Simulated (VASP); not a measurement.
# TaAs (I4_1md) in VASP: further runs

The runs below take TaAs through single point, with LDA.

Everything below comes from runs of VASP 6.6.1. Logs are shortened: lines on timing, memory, paths and dates and some standing lists are left out, and cuts for length are marked.

**1. The cell of the first run**

The structure is tetragonal, space group I4_1md (No. 109). The conventional cell has a = 3.405 Å, b = 3.405 Å, c = 11.509 Å, α = 90.00°, β = 90.00°, γ = 90.00°. Ta (site symmetry 2mm) has 6 As at 2.58 to 2.59 Å and 8 Ta at 3.34 to 3.41 Å within 3.5 Å. Within 3.5 Å of As (site symmetry 2mm) lie 6 Ta at 2.58 to 2.59 Å and 8 As at 3.34 to 3.41 Å.

**2. Single point, LDA**

Contents of INCAR:

```
ALGO = Normal
EDIFF = 1E-6
ENCUT = 510
GGA = CA
GGA_COMPAT = F
ISIF = 2
ISMEAR = 0
ISYM = 0
LASPH = T
LCHARG = F
LREAL = F
LWAVE = F
NBANDS = 36
NELM = 120
PREC = Accurate
SIGMA = 0.1
```

Contents of KPOINTS:

```
k-points
0
Gamma
  10 10 6
```

Contents of POSCAR:

```
TaAs
1.0
    3.4052035106      0.0000000000      0.0000000000
    0.0000000000      3.4052035106      0.0000000000
    1.7026017553     -1.7026017553      5.7545423161
Ta As
2 2
Direct
    0.4996956040      1.0003043960      1.0006087920
    0.2496956040      0.7503043960      0.5006087920
    0.9177049760      0.5822950240      0.1645900480
    0.6677049760      0.3322950240      0.6645900480
```

Potentials or basis: VASP PAW LDA potentials, release 64 (Ta_sv_GW, As_d).

On the command line:

```bash
cat potpaw_LDA.64/Ta_sv_GW/POTCAR potpaw_LDA.64/As_d/POTCAR > POTCAR
mpirun -np 1 vasp_std > vasp.out
```

OUTCAR:

```text
EDIFF = 1E-6
   ENCUT = 510
   GGA = CA
   ISIF = 2
   ISMEAR = 0
   ISYM = 0
   LASPH = T
   LREAL = F
   NELM = 120
   PREC = Accurate

 ion  position               nearest neighbor table
   1  0.500  0.000  0.001-   4 2.58   4 2.58   3 2.59   3 2.59   3 2.59   3 2.59
   2  0.250  0.750  0.501-   3 2.58   3 2.58   4 2.59   4 2.59   4 2.59   4 2.59
   3  0.918  0.582  0.165-   2 2.58   2 2.58   1 2.59   1 2.59   1 2.59   1 2.59
   4  0.668  0.332  0.665-   1 2.58   1 2.58   2 2.59   2 2.59   2 2.59   2 2.59

IMPORTANT INFORMATION: All symmetrisations will be switched off!
NOSYMM: (Re-)initialisation of all symmetry stuff for point group C_1.

----------------------------------------------------------------------------------------

                                     Primitive cell

  volume of cell :      66.7263

  direct lattice vectors                    reciprocal lattice vectors
     3.405203511  0.000000000  0.000000000     0.293668204  0.000000000 -0.086887883
     0.000000000  3.405203511  0.000000000     0.000000000  0.293668204  0.086887883
     1.702601755 -1.702601755  5.754542316     0.000000000  0.000000000  0.173775766

  length of vectors
     3.405203511  3.405203511  6.237985471     0.306252377  0.306252377  0.173775766

  position of ions in fractional coordinates (direct lattice)
     0.499695604  0.000304396  0.000608792
     0.249695604  0.750304396  0.500608792
     0.917704976  0.582295024  0.164590048
     0.667704976  0.332295024  0.664590048

  ion indices of the primitive-cell ions
   primitive index   ion index
                 1           1
                 2           2
                 3           3
                 4           4

----------------------------------------------------------------------------------------

 KPOINTS: k-points

Automatic generation of k-mesh.
 Grid dimensions read from file:
 generate k-points for:   10   10    6

 Generating k-lattice:

  Cartesian coordinates                     Fractional coordinates (reciprocal lattice)
     0.029366820  0.000000000 -0.008688788     0.100000000  0.000000000  0.000000000
     0.000000000  0.029366820  0.008688788     0.000000000  0.100000000  0.000000000
     0.000000000  0.000000000  0.028962628     0.000000000  0.000000000  0.166666667

  Length of vectors
     0.030625238  0.030625238  0.028962628

  Shift w.r.t. Gamma in fractional coordinates (k-lattice)
     0.000000000  0.000000000  0.000000000

 -----------------------------------------------------------------------------
|                                                                             |
|           W    W    AA    RRRRR   N    N  II  N    N   GGGG   !!!           |
|           W    W   A  A   R    R  NN   N  II  NN   N  G    G  !!!           |
|           W    W  A    A  R    R  N N  N  II  N N  N  G       !!!           |
|           W WW W  AAAAAA  RRRRR   N  N N  II  N  N N  G  GGG   !            |
|           WW  WW  A    A  R   R   N   NN  II  N   NN  G    G                |
|           W    W  A    A  R    R  N    N  II  N    N   GGGG   !!!           |
|                                                                             |
|     Your reciprocal lattice and k-lattice belong to different lattice       |
|     classes:                                                                |
|                                                                             |
|        The reciprocal lattice is body-centered tetragonal,                  |
|        whereas your k-lattice is base-centered monoclinic.                  |
|                                                                             |
|     Results are often still useful ...                                      |
|                                                                             |
 -----------------------------------------------------------------------------

 WARNING: IBZKPT: internal override: KBLOWUP is changed to .FALSE.
      ... skipping the blow-up phase ...

 Subroutine IBZKPT returns following result:
 ===========================================

 Found    304 irreducible k-points:

 Following reciprocal coordinates:
            Coordinates               Weight
  0.000000  0.000000  0.000000      1.000000
  0.100000  0.000000  0.000000      2.000000
  0.200000  0.000000  0.000000      2.000000
  0.300000  0.000000 -0.000000      2.000000
  0.400000  0.000000  0.000000      2.000000
  0.500000  0.000000 -0.000000      1.000000
[... 16 lines left out ...]
 -0.400000  0.200000 -0.000000      2.000000
 -0.300000  0.200000  0.000000      2.000000
 [... further k-points ...]
   k-points           NKPTS =    304   k-points in BZ     NKDIM =    304   number of bands    NBANDS=     36
   number of dos      NEDOS =    301   number of ions     NIONS =      4
   total plane-waves  NPLWV =  37632
   dimension x,y,z NGX =    28 NGY =   28 NGZ =   48
   dimension x,y,z NGXF=    56 NGYF=   56 NGZF=   96
   ions per type =               2   2
   NGX,Y,Z   is equivalent  to a cutoff of  13.67, 13.67, 12.79 a.u.
   NGXF,Y,Z  is equivalent  to a cutoff of  27.34, 27.34, 25.58 a.u.
 SYSTEM =  unknown system
   PREC   = accura    normal or accurate (medium, high low for compatibility)
   ISTART =      0    job   : 0-new  1-cont  2-samecut
   ICHARG =      2    charge: 1-file 2-atom 10-const
   ISPIN  =      1    spin polarized calculation?
   LNONCOLLINEAR =      F non collinear calculations
   LSORBIT =      F    spin-orbit coupling
   LASPH  =      T    aspherical Exc in radial PAW
   ENCUT  =  510.0 eV  37.48 Ry    6.12 a.u.   6.27  6.27 11.49*2*pi/ulx,y,z
   NELM   =    120;   NELMIN=  2; NELMDL= -5     # of ELM steps
   EDIFF  = 0.1E-05   stopping-criterion for ELM
   LREAL  =      F    real-space projection
   EDIFFG = 0.1E-04   stopping-criterion for IOM
   NSW    =      0    number of steps for IOM
   IBRION =     -1    ionic relax: 0-MD 1-quasi-New 2-CG
   NFREE  =      0    steps in history (QN), initial steepest desc. (CG)
   ISIF   =      2    stress and relaxation
   ISYM   =      0    0-nonsym 1-usesym 2-fastsym
   POTIM  = 0.5000    time-step for ionic-motion
   TEBEG  =    0.0;   TEEND  =   0.0 temperature during run
   PSTRESS=    0.0 pullay stress
   NELECT =      56.0000    total number of electrons
   NUPDOWN=      -1.0000    fix difference up-down
   EMIN   =  10.00;   EMAX   =-10.00  energy-range for DOS
   EFERMI =   0.00;   METHOD = LEGACY
   ISMEAR =     0;   SIGMA  =   0.10  broadening in eV -4-tet -1-fermi 0-gaus
   EFERMI_NEDOS =   21; number of points for ismear=-14 and -15
   IALGO  =     38    algorithm
   IMIX   =      4    mixing-type and parameters
     AMIX     =   0.40;   BMIX     =  1.00
     AMIX_MAG =   1.60;   BMIX_MAG =  1.00
  volume/ion in A,a.u.               =      16.68       112.57
  Fermi-wavevector in a.u.,A,eV,Ry     =   1.544206  2.918126 32.444068  2.384572
  Thomas-Fermi vector in A             =   2.649760
   LORBIT       =      0    0 simple, 1 ext, 2 COOP (PROOUT), +10 PAW based schemes
   GGA     = CA    functional components
   LHFCALC =     F    Hartree Fock is set to
   AEXX    =    0.0000 exact exchange contribution
   IVDW    =     0    specifies the selected vdW correction
   LEPSILON=     F    determine dielectric tensor
   LRPA    =     F    only Hartree local field effects (RPA)
 non-spin polarized calculation
 Gauss-broadening in eV      SIGMA  =   0.10
  energy-cutoff  :      510.00
  volume of cell :       66.73
 maximum number of plane-waves:      1761
 NGX is ok and might be reduce to    28
   NGX = 13   NGY = 13   NGZ = 23

 number of electron      55.9999994 magnetization

 Free energy of the ion-electron system (eV)
  ---------------------------------------------------
  ext. energy  EPLUGINS =         0.00000000
  ---------------------------------------------------
  free energy    TOTEN  =       -43.94393718 eV

  energy without entropy =      -43.94117900  energy(sigma->0) =      -43.94255809

 E-fermi :   8.8404     XC(G=0): -13.0479

 val. band max:        8.8287463470   @ k =   0.0000   0.4000   0.5000
 cond. band min:       8.8621311537   @ k =   0.0000   0.5000   0.1667
 fundamental gap:      0.0333848068
 Fermi energy:         8.8404071605

 k-point     1 :       0.0000    0.0000    0.0000
  band No.  band energies     occupation
      1     -59.0129      2.00000
      2     -58.9993      2.00000
      3     -26.9523      2.00000
      4     -26.9523      2.00000
      5     -26.9196      2.00000
      6     -26.9158      2.00000
[... 28 lines left out ...]
     35      13.1347      0.00000
     36      13.1348      0.00000

 k-point     2 :       0.1000    0.0000    0.0000
  band No.  band energies     occupation
      1     -59.0121      2.00000
      2     -58.9991      2.00000
      3     -26.9547      2.00000
      4     -26.9536      2.00000
      5     -26.9186      2.00000
      6     -26.9139      2.00000
[... 28 lines left out ...]
     35      12.8941      0.00000
     36      13.6200      0.00000

 k-point     3 :       0.2000    0.0000    0.0000
  band No.  band energies     occupation
      1     -59.0100      2.00000
      2     -58.9984      2.00000
      3     -26.9610      2.00000
      4     -26.9553      2.00000
      5     -26.9221      2.00000
      6     -26.9171      2.00000
[... 28 lines left out ...]
     35      13.4311      0.00000
     36      14.6495      0.00000
[... 742 lines left out ...]
 k-point    23 :      -0.4000    0.2000   -0.0000
  band No.  band energies     occupation
      1     -59.0019      2.00000
      2     -58.9968      2.00000
      3     -26.9777      2.00000
      4     -26.9517      2.00000
      5     -26.9435      2.00000
      6     -26.9363      2.00000
[... 28 lines left out ...]
     35      13.7204      0.00000
     36      14.4177      0.00000

 k-point    24 :      -0.3000    0.2000    0.0000
  band No.  band energies     occupation
      1     -59.0040      2.00000
      2     -58.9973      2.00000
      3     -26.9709      2.00000
      4     -26.9492      2.00000
      5     -26.9432      2.00000
      6     -26.9338      2.00000
[... 28 lines left out ...]
     35      13.7991      0.00000
     36      14.5369      0.00000

 [... further k-points ...]

------------------------ aborting loop because EDIFF is reached ----------------------------------------

  FORCE on cell =-STRESS in cart. coord.  units (eV):
  Direction    XX          YY          ZZ          XY          YZ          ZX
  --------------------------------------------------------------------------------------
  -------------------------------------------------------------------------------------
  Total        0.1702147      0.1710913      0.1650878      0.0000599      0.0017835     -0.0017397
  in kB        4.0870575      4.1081051      3.9639530      0.0014379      0.0428248     -0.0417721
  external PRESSURE =       4.0530386 kB  Pullay stress =       0.0000000 kB

 VOLUME and BASIS-vectors are now :
 -----------------------------------------------------------------------------
  energy-cutoff  :      510.00
  volume of cell :       66.73
      direct lattice vectors                 reciprocal lattice vectors
     3.405203511  0.000000000  0.000000000     0.293668204  0.000000000 -0.086887883
     0.000000000  3.405203511  0.000000000     0.000000000  0.293668204  0.086887883
     1.702601755 -1.702601755  5.754542316     0.000000000  0.000000000  0.173775766

 POSITION                                       TOTAL-FORCE (eV/Angst)
 -----------------------------------------------------------------------------------
      1.70260     -0.00000      0.00350        -0.000288     -0.000839      0.009583
      1.70260      1.70260      2.88077         0.000834      0.000292      0.009358
      3.40520      1.70260      0.94714        -0.000382      0.000163     -0.009267
      3.40520     -0.00000      3.82441        -0.000163      0.000384     -0.009674
 -----------------------------------------------------------------------------------
    total drift:                               -0.000451      0.000449     -0.001008

  FREE ENERGIE OF THE ION-ELECTRON SYSTEM (eV)
  ---------------------------------------------------
  free  energy   TOTEN  =       -43.9439371753 eV

  energy  without entropy=      -43.9411790027  energy(sigma->0) =      -43.94255809
```

It took 8.1 min on 1 thread of Intel Xeon Platinum 8488C (Sapphire Rapids), shared host; peak memory 0.65 GiB.

Results:

```yaml
Free_energy: -43.9439 eV
Pressure: 0.4 GPa
Largest_force: 0.010 eV/Å
Band_gap_on_the_k_mesh: 0.03 eV
```

Forces on the atoms (eV/Å):
```
Ta   0.000 -0.001  0.010
Ta   0.001  0.000  0.009
As   0.000  0.000 -0.009
As   0.000  0.000 -0.010
```

Caveat: spin-orbit coupling is left out, which moves the levels of the heavy elements. A k mesh can miss the band edges.

(Continued in part 2 of 2.)
